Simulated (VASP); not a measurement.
# SnO (P1) in VASP: a series of runs, part 2 of 2

VASP 6.6.1. Earlier steps stand in the parts before.

## Step 4: Single point, PBEsol (all O atoms moved +0.312 Å, as atom 3 along Cartesian [1 -1 0])

Contents of INCAR:

```
PREC     = Accurate       # precision mode
ENCUT    = 520            # plane-wave cutoff, eV
EDIFF    = 1E-6           # SCF threshold, eV
ISMEAR   = 0              # smearing method
SIGMA    = 0.05           # smearing width, eV
LREAL    = False          # projectors in reciprocal space
LASPH    = True           # aspherical terms in the spheres
NELM     = 60             # most SCF steps
ALGO     = Normal         # electronic algorithm
ISIF     = 2              # what is computed and relaxed
LWAVE    = False          # write WAVECAR
LCHARG   = False          # write CHGCAR
GGA      = PS             # functional
NBANDS   = 28             # bands
```

Contents of KPOINTS:

```
Automatic mesh
0
Gamma
  8 6 8
```

Contents of POSCAR:

```
SnO
1.0
    3.3156061815      0.0000000000      0.0000000000
    0.0000000000      5.7049851891      0.0000000000
    0.0000000000      0.0000000000      3.8941648049
Sn O
2 2
Direct
    0.0000000000      0.2337892808      0.5261742991
    0.5000000000      0.7662107192      0.0261742991
    0.0666456922      0.8466234647      0.7238267009
    0.5666456922      0.0759106483      0.2238267009
```

Potentials or basis: VASP PAW PBE potentials, release 64 (Sn_d, O).

Command:

```console
$ cat potpaw_PBE.64/Sn_d/POTCAR potpaw_PBE.64/O/POTCAR > POTCAR
$ mpirun -np 1 vasp_std > vasp.out
```

OUTCAR:

```text
PREC = Accurate
   ENCUT = 520
   EDIFF = 1E-6
   ISMEAR = 0
   LREAL = False
   LASPH = True
   NELM = 60
   ISIF = 2
   GGA = PS

 ion  position               nearest neighbor table
   1  0.000  0.234  0.526-   4 2.06   3 2.35   4 2.39   2 3.70   2 3.70   2 3.70   2 3.70
   2  0.500  0.766  0.026-   3 1.91   4 1.94   3 2.26   1 3.70   1 3.70   1 3.70   1 3.70
   3  0.067  0.847  0.724-   2 1.91   2 2.26   1 2.35
   4  0.567  0.076  0.224-   2 1.94   1 2.06   1 2.39

  LATTYP: Found a simple orthorhombic cell.
[... 938 lines left out ...]
     28      16.1226      0.00000

 [... further k-points ...]
[... 5 lines left out ...]
  --------------------------------------------------------------------------------------
  -------------------------------------------------------------------------------------
  Total        2.3775132      2.3025796      2.1103409      0.0302082      1.0760792      3.3088976
  in kB       51.7132367     50.0833596     45.9019790      0.6570578     23.4057752     71.9717603
  external PRESSURE =      49.2328584 kB  Pullay stress =       0.0000000 kB

 VOLUME and BASIS-vectors are now :
 -----------------------------------------------------------------------------
  energy-cutoff  :      520.00
  volume of cell :       73.66
      direct lattice vectors                 reciprocal lattice vectors
     3.315606182  0.000000000  0.000000000     0.301603974  0.000000000  0.000000000
     0.000000000  5.704985189  0.000000000     0.000000000  0.175285293  0.000000000
     0.000000000  0.000000000  3.894164805     0.000000000  0.000000000  0.256794473

 POSITION                                       TOTAL-FORCE (eV/Angst)
 -----------------------------------------------------------------------------------
      0.00000      1.33376      2.04901         0.701361     -0.785832      0.045427
      1.65780      4.37122      0.10193         2.057605     -3.497064      0.847285
      0.22097      4.82997      2.81870        -2.254333      1.714317     -1.599568
      1.87877      0.43307      0.87162        -0.504634      2.568579      0.706856
 -----------------------------------------------------------------------------------
    total drift:                                0.000138      0.000330     -0.000721

  FREE ENERGIE OF THE ION-ELECTRON SYSTEM (eV)
  ---------------------------------------------------
  free  energy   TOTEN  =       -23.0775464256 eV

  energy  without entropy=      -23.0775464256  energy(sigma->0) =      -23.07754643
```

OSZICAR:

```text
N       E                     dE             d eps       ncg     rms          rms(c)
DAV:   1     0.438447412859E+03    0.43845E+03   -0.20281E+04 11304   0.216E+03
DAV:   2     0.417616501353E+02   -0.39669E+03   -0.38079E+03 11380   0.547E+02
DAV:   3    -0.234748839646E+02   -0.65237E+02   -0.64160E+02 12380   0.188E+02
DAV:   4    -0.267184978920E+02   -0.32436E+01   -0.32272E+01 12764   0.453E+01
DAV:   5    -0.267969097623E+02   -0.78412E-01   -0.78399E-01 12192   0.755E+00    0.116E+01
DAV:   6    -0.231813359607E+02    0.36156E+01   -0.16500E+01 17220   0.507E+01    0.526E+00
DAV:   7    -0.231249468851E+02    0.56389E-01   -0.19578E+00 12744   0.942E+00    0.262E+00
DAV:   8    -0.230879345185E+02    0.37012E-01   -0.33454E-01 15328   0.487E+00    0.775E-01
DAV:   9    -0.230767581178E+02    0.11176E-01   -0.46699E-02 17076   0.247E+00    0.210E-01
DAV:  10    -0.230774353356E+02   -0.67722E-03   -0.75705E-03 13936   0.930E-01    0.104E-01
DAV:  11    -0.230775473364E+02   -0.11200E-03   -0.42008E-04 16764   0.277E-01    0.369E-02
DAV:  12    -0.230775488429E+02   -0.15065E-05   -0.26407E-04 16048   0.219E-01    0.196E-02
DAV:  13    -0.230775465972E+02    0.22457E-05   -0.39150E-05 15972   0.648E-02    0.722E-03
DAV:  14    -0.230775464256E+02    0.17160E-06   -0.49050E-06 11984   0.195E-02
   1 F= -.23077546E+02 E0= -.23077546E+02  d E =-.203688E-14
```

stdout:

```text
POSCAR found type information on POSCAR SnO
 POSCAR found :  2 types and       4 ions
 scaLAPACK will be used
 -----------------------------------------------------------------------------
|                                                                             |
|                                                                             |
|     You enforced a specific xc type in the INCAR file but a different       |
|     I HOPE YOU KNOW WHAT YOU ARE DOING!                                     |
|                                                                             |
 -----------------------------------------------------------------------------

 LDA part: xc-table for (Slater+PW92), standard interpolation
 POSCAR, INCAR and KPOINTS ok, starting setup
 FFT: planning ... GRIDC
 FFT: planning ... GRID_SOFT
 FFT: planning ... GRID
 WAVECAR not read
 entering main loop
```

Run time: 7.8 min. Hardware: 1 thread of Oxide Virtual Turin-like, shared host; peak memory 0.39 GiB.

Results:

* Free energy: -23.0775 eV
* Pressure: 4.9 GPa
* Largest force: 4.145 eV/Å
* Band gap on the k mesh: 1.01 eV (least direct gap 1.42 eV)

Forces in eV/Å, atoms in the order of the input:
```
Sn   0.701 -0.786  0.045
Sn   2.058 -3.497  0.847
O   -2.254  1.714 -1.600
O   -0.505  2.569  0.707
```

Levels at points of the mesh, in eV from the valence-band top:
```tsv
k point	band 18	band 19	band 20	band 21	band 22	band 23
(0.00, 0.00, 0.00)	-2.84	-2.33	-0.01	2.64	3.32	5.74
(0.50, 0.00, 0.00)	-2.85	-1.98	-0.84	1.81	2.90	4.93
(0.00, 0.50, 0.00)	-2.75	-2.03	-1.57	2.94	4.24	4.72
(0.50, 0.50, 0.00)	-2.81	-1.73	-0.70	1.43	2.31	5.52
(0.00, 0.00, 0.50)	-3.20	-2.14	-1.10	2.16	2.70	4.77
(0.50, 0.00, 0.50)	-3.44	-1.88	-0.63	1.52	1.92	4.41
(0.00, 0.50, 0.50)	-3.01	-2.35	-0.89	1.45	2.17	5.06
(0.50, 0.50, 0.50)	-3.71	-1.00	0.00	1.66	2.15	4.08
```

Caveat: the cell differs from its parent crystal (all O atoms moved +0.312 Å, as atom 3 along Cartesian [1 -1 0]); the cell stands under pressure; the PAW data sets were made with another functional, which shifts forces and pressure a little; spin-orbit coupling is left out, which moves the levels of the heavy elements. A k mesh can miss the band edges.

## Step 5: Overview

| cell | gap on the mesh (eV) | pressure (GPa) | largest force (eV/Å) |
| --- | --- | --- | --- |
| as given, atomic positions A | 1.15 | 1.9 | 2.10 |
| as given, atomic positions B | 0.68 | 9.5 | 6.75 |
| as given, atomic positions C | 1.01 | 4.9 | 4.15 |

Alike in all rows: task single point; level PBEsol; potentials or basis VASP PAW PBE potentials, release 64 (Sn_d, O); no spin polarisation; k mesh 8 × 6 × 8; cutoff (eV) 520; smearing gaussian 0.05 eV.

Caveats: the PAW data sets were made with another functional, which shifts forces and pressure a little; spin-orbit coupling is left out, which moves the levels of the heavy elements; the cell stands under pressure (at least some runs); semilocal functionals underestimate gaps, and a narrow one can read as zero (at least some runs).

Total energies depend on the potentials used, so only differences within one code and one set of settings carry meaning.
